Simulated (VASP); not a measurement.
# WS2 (P6_3/mmc) in VASP: notebook

The runs below take WS2 through single point, with PBE+D3(BJ), PBE+D4.

Everything below comes from runs of VASP 6.6.1. Logs are shortened: lines on timing, memory, paths and dates and some standing lists are left out, and cuts for length are marked.

**1. The cell of the first run**

It takes space group P6_3/mmc (No. 194, hexagonal). The conventional cell has a = 3.154 Å, b = 3.154 Å, c = 12.143 Å, α = 90.00°, β = 90.00°, γ = 120.00°. W (site symmetry -6m2) has 6 S at 2.41 Å and 6 W at 3.15 Å within 3.2 Å. Within 3.2 Å of S (site symmetry 3m) lie 3 W at 2.41 Å and 7 S at 3.15 Å.

**2. Single point, PBE+D3(BJ)**

INCAR

```
SYSTEM = WS2
PREC = Accurate ; ENCUT = 520
EDIFF = 1E-7 ; ISMEAR = -1
SIGMA = 0.02 ; LREAL = .FALSE.
LASPH = .TRUE. ; NELM = 100
ALGO = Normal ; ISIF = 2
LWAVE = .FALSE. ; LCHARG = .FALSE.
GGA = PE ; IVDW = 12
NBANDS = 35
```

KPOINTS

```
regular mesh
0
G
  12 12 2
  0 0 0
```

POSCAR

```
WS2
1.0
    3.1541498474      0.0000000000      0.0000000000
   -1.5770749237      2.7315738952      0.0000000000
    0.0000000000      0.0000000000     12.1432422160
W S
2 4
Direct
    0.3333333333      0.6666666667      0.2500000000
    0.6666666667      0.3333333333      0.7500000000
    0.6666666667      0.3333333333      0.3796729634
    0.6666666667      0.3333333333      0.1203270366
    0.3333333333      0.6666666667      0.8796729634
    0.3333333333      0.6666666667      0.6203270366
```

Potentials or basis: VASP PAW PBE potentials, release 64 (W_sv, S).

The run is started by

```bash
cat potpaw_PBE.64/W_sv/POTCAR potpaw_PBE.64/S/POTCAR > POTCAR
mpirun -np 1 vasp_std > vasp.out
```

OUTCAR:

```text
SYSTEM = WS2
   PREC = Accurate
   ENCUT = 520
   EDIFF = 1E-7
   ISMEAR = -1
   LREAL = .FALSE.
   LASPH = .TRUE.
   NELM = 100
   ISIF = 2
   GGA = PE
   IVDW = 12
 IVDW          = 12

 ion  position               nearest neighbor table
   1  0.333  0.667  0.250-   3 2.41   4 2.41   3 2.41   4 2.41   3 2.41   4 2.41
   2  0.667  0.333  0.750-   5 2.41   6 2.41   5 2.41   6 2.41   5 2.41   6 2.41
   3  0.667  0.333  0.380-   1 2.41   1 2.41   1 2.41
   4  0.667  0.333  0.120-   1 2.41   1 2.41   1 2.41
   5  0.333  0.667  0.880-   2 2.41   2 2.41   2 2.41
   6  0.333  0.667  0.620-   2 2.41   2 2.41   2 2.41

  LATTYP: Found a hexagonal cell.
 ALAT       =     3.1541498474
 C/A-ratio  =     3.8499255912

  Lattice vectors:

 A1 = (   3.1541498474,   0.0000000000,   0.0000000000)
 A2 = (  -1.5770749237,   2.7315738952,   0.0000000000)
 A3 = (   0.0000000000,   0.0000000000,  12.1432422160)

Analysis of symmetry for initial positions (statically):
=====================================================================
 Subroutine PRICEL returns:
 Original cell was already a primitive cell.

 Routine SETGRP: Setting up the symmetry group for a
 hexagonal supercell.

 Subroutine GETGRP returns: Found 24 space group operations
 (whereof 12 operations were pure point group operations)
 out of a pool of 24 trial point group operations.

The static configuration has the point symmetry D_3d.
 The point group associated with its full space group is D_6h.

Analysis of symmetry for dynamics (positions and initial velocities):
=====================================================================
 Subroutine PRICEL returns:
 Original cell was already a primitive cell.

 Routine SETGRP: Setting up the symmetry group for a
 hexagonal supercell.

 Subroutine GETGRP returns: Found 24 space group operations
 (whereof 12 operations were pure point group operations)
 out of a pool of 24 trial point group operations.

The dynamic configuration has the point symmetry D_3d.
 The point group associated with its full space group is D_6h.

 Subroutine INISYM returns: Found 24 space group operations
 (whereof 12 operations are pure point group operations),
 and found     1 'primitive' translations
[... 99 lines left out ...]
   LSORBIT =      F    spin-orbit coupling
   LASPH  =      T    aspherical Exc in radial PAW
   ENCUT  =  520.0 eV  38.22 Ry    6.18 a.u.   5.86  5.86 22.58*2*pi/ulx,y,z
   NELM   =    100;   NELMIN=  2; NELMDL= -5     # of ELM steps
   EDIFF  = 0.1E-06   stopping-criterion for ELM
   LREAL  =      F    real-space projection
   EDIFFG = 0.1E-05   stopping-criterion for IOM
   NSW    =      0    number of steps for IOM
   IBRION =     -1    ionic relax: 0-MD 1-quasi-New 2-CG
   NFREE  =      0    steps in history (QN), initial steepest desc. (CG)
   ISIF   =      2    stress and relaxation
   ISYM   =      2    0-nonsym 1-usesym 2-fastsym
   POTIM  = 0.5000    time-step for ionic-motion
   TEBEG  =    0.0;   TEEND  =   0.0 temperature during run
   PSTRESS=    0.0 pullay stress
   NELECT =      52.0000    total number of electrons
   NUPDOWN=      -1.0000    fix difference up-down
   EMIN   =  10.00;   EMAX   =-10.00  energy-range for DOS
   EFERMI =   0.00;   METHOD = LEGACY
   ISMEAR =    -1;   SIGMA  =   0.02  broadening in eV -4-tet -1-fermi 0-gaus
   EFERMI_NEDOS =   21; number of points for ismear=-14 and -15
   IALGO  =     38    algorithm
   IMIX   =      4    mixing-type and parameters
     AMIX     =   0.40;   BMIX     =  1.00
     AMIX_MAG =   1.60;   BMIX_MAG =  1.00
  volume/ion in A,a.u.               =      17.44       117.67
  Fermi-wavevector in a.u.,A,eV,Ry     =   1.296779  2.450557 22.880044  1.681636
  Thomas-Fermi vector in A             =   2.428214
   LORBIT       =      0    0 simple, 1 ext, 2 COOP (PROOUT), +10 PAW based schemes
   GGA     = PE    functional components
   LHFCALC =     F    Hartree Fock is set to
   AEXX    =    0.0000 exact exchange contribution
   IVDW    =    12    specifies the selected vdW correction
   LEPSILON=     F    determine dielectric tensor
   LRPA    =     F    only Hartree local field effects (RPA)
 non-spin polarized calculation
  energy-cutoff  :      520.00
  volume of cell :      104.62
 maximum number of plane-waves:      2838
 NGX is ok and might be reduce to    24
   NGX = 11   NGY = 11   NGZ = 45

 number of electron      51.9999998 magnetization

 Free energy of the ion-electron system (eV)
  ---------------------------------------------------
  ext. energy  EPLUGINS =         0.00000000
  ---------------------------------------------------
  free energy    TOTEN  =       -47.18965004 eV

  energy without entropy =      -47.18965004  energy(sigma->0) =      -47.18965004

 E-fermi :   8.1742     XC(G=0): -11.0767

 val. band max:        7.7272376776   @ k =   0.0000   0.0000   0.0000
 cond. band min:       8.6349889191   @ k =   0.1667   0.1667   0.0000
 fundamental gap:      0.9077512415
 Fermi energy:         8.1741686817

 k-point     1 :       0.0000    0.0000    0.0000
  band No.  band energies     occupation
      1     -66.9220      2.00000
      2     -66.9220      2.00000
      3     -31.1794      2.00000
      4     -31.1794      2.00000
      5     -31.0015      2.00000
      6     -31.0015      2.00000
[... 901 lines left out ...]
     34      11.5746      0.00000
     35      13.5876      0.00000

 [... further k-points ...]

------------------------ aborting loop because EDIFF is reached ----------------------------------------

 Edisp (eV)   -2.61009

 E8    (eV) :    -1.0969

  FORCE on cell =-STRESS in cart. coord.  units (eV):
  Direction    XX          YY          ZZ          XY          YZ          ZX
  --------------------------------------------------------------------------------------
  -------------------------------------------------------------------------------------
  Total      -0.02570    -0.02570    -0.02183     0.00000     0.00000    -0.00000
  in kB      -0.39357    -0.39357    -0.33427     0.00000     0.00000    -0.00000
  external pressure =       -0.37 kB  Pullay stress =        0.00 kB

 VOLUME and BASIS-vectors are now :
 -----------------------------------------------------------------------------
  energy-cutoff  :      520.00
  volume of cell :      104.62
      direct lattice vectors                 reciprocal lattice vectors
     3.154149847  0.000000000  0.000000000     0.317042642  0.183044655  0.000000000
    -1.577074924  2.731573895  0.000000000     0.000000000  0.366089309  0.000000000
     0.000000000  0.000000000 12.143242216     0.000000000  0.000000000  0.082350330

 POSITION                                       TOTAL-FORCE (eV/Angst)
 -----------------------------------------------------------------------------------
     -0.00000      1.82105      3.03581        -0.000000     -0.000000      0.000000
      1.57707      0.91052      9.10743         0.000000      0.000000      0.000000
      1.57707      0.91052      4.61046         0.000000     -0.000000      0.004179
      1.57707      0.91052      1.46116        -0.000000     -0.000000     -0.004179
     -0.00000      1.82105     10.68208        -0.000000     -0.000000      0.004179
     -0.00000      1.82105      7.53278         0.000000      0.000000     -0.004179
 -----------------------------------------------------------------------------------
    total drift:                               -0.000000      0.000000     -0.000000

  FREE ENERGIE OF THE ION-ELECTRON SYSTEM (eV)
  ---------------------------------------------------
  free  energy   TOTEN  =       -49.7997394785 eV

  energy  without entropy=      -49.7997394785  energy(sigma->0) =      -49.79973948
```

Wall time 64 s (1 thread of AMD EPYC 9R45 (Zen 5), shared host); peak memory 0.25 GiB.

What came out:

| Item | Value |
| --- | --- |
| Free energy | -49.7997 eV |
| Pressure | 0.0 GPa |
| Largest force | 0.004 eV/Å |
| Band gap on the k mesh | 0.91 eV (least direct gap 1.83 eV) |
| Dispersion energy per atom | -0.435 eV |

Forces on the atoms (eV/Å):
```
W    0.000  0.000  0.000
W    0.000  0.000  0.000
S    0.000  0.000  0.004
S    0.000  0.000 -0.004
S    0.000  0.000  0.004
S    0.000  0.000 -0.004
```

Caveat: spin-orbit coupling is left out, which moves the levels of the heavy elements. A k mesh can miss the band edges.

**3. Single point, PBE+D4**

This run uses another cell than the first one, of 17.53 Å³/atom.

INCAR

```
SYSTEM = WS2
PREC = Accurate ; ENCUT = 520
EDIFF = 1E-6 ; ISMEAR = -1
SIGMA = 0.02 ; LREAL = .False.
LASPH = .True. ; NELM = 100
ALGO = Normal ; ISIF = 2
LWAVE = .False. ; LCHARG = .False.
GGA = PE ; IVDW = 13
NBANDS = 35
```

KPOINTS

```
regular mesh
0
Gamma
  12 12 2
  0 0 0
```

POSCAR

```
WS2
1.0
    3.1559047347      0.0000000000      0.0000000000
   -1.5779523674      2.7330936722      0.0000000000
    0.0000000000      0.0000000000     12.1910498261
W S
2 4
Direct
    0.3333333333      0.6666666667      0.2500000000
    0.6666666667      0.3333333333      0.7500000000
    0.6666666667      0.3333333333      0.3791918892
    0.6666666667      0.3333333333      0.1208081108
    0.3333333333      0.6666666667      0.8791918892
    0.3333333333      0.6666666667      0.6208081108
```

Potentials or basis: VASP PAW PBE potentials, release 64 (W_sv, S).

The run is started by

```bash
cat potpaw_PBE.64/W_sv/POTCAR potpaw_PBE.64/S/POTCAR > POTCAR
mpirun -np 1 vasp_std > vasp.out
```

It took 62 s on 1 thread of AMD EPYC 9R45 (Zen 5), shared host; peak memory 0.25 GiB.

The run converged. Its results:

* Free energy: -49.8967 eV
* Pressure: -0.1 GPa
* Largest force: 0.010 eV/Å
* Band gap on the k mesh: 0.93 eV (least direct gap 1.83 eV)
* Dispersion energy per atom: -0.449 eV

Forces on the atoms (eV/Å):
```
W    0.000  0.000  0.000
W    0.000  0.000  0.000
S    0.000  0.000 -0.010
S    0.000  0.000  0.010
S    0.000  0.000 -0.010
S    0.000  0.000  0.010
```

Levels at points of the mesh, in eV from the valence-band top:
| k point | band 24 | band 25 | band 26 | band 27 | band 28 | band 29 |
| --- | --- | --- | --- | --- | --- | --- |
| (0.00, 0.00, 0.00) | -1.44 | -1.26 | 0.00 | 2.27 | 2.27 | 2.29 |
| (0.50, 0.00, 0.00) | -1.77 | -1.76 | -1.54 | 2.30 | 2.35 | 2.56 |
| (0.00, 0.00, 0.50) | -2.22 | -0.31 | -0.31 | 2.26 | 2.26 | 2.26 |
| (0.50, 0.00, 0.50) | -1.89 | -1.63 | -1.63 | 2.32 | 2.32 | 2.75 |

Caveat: spin-orbit coupling is left out, which moves the levels of the heavy elements. A k mesh can miss the band edges.
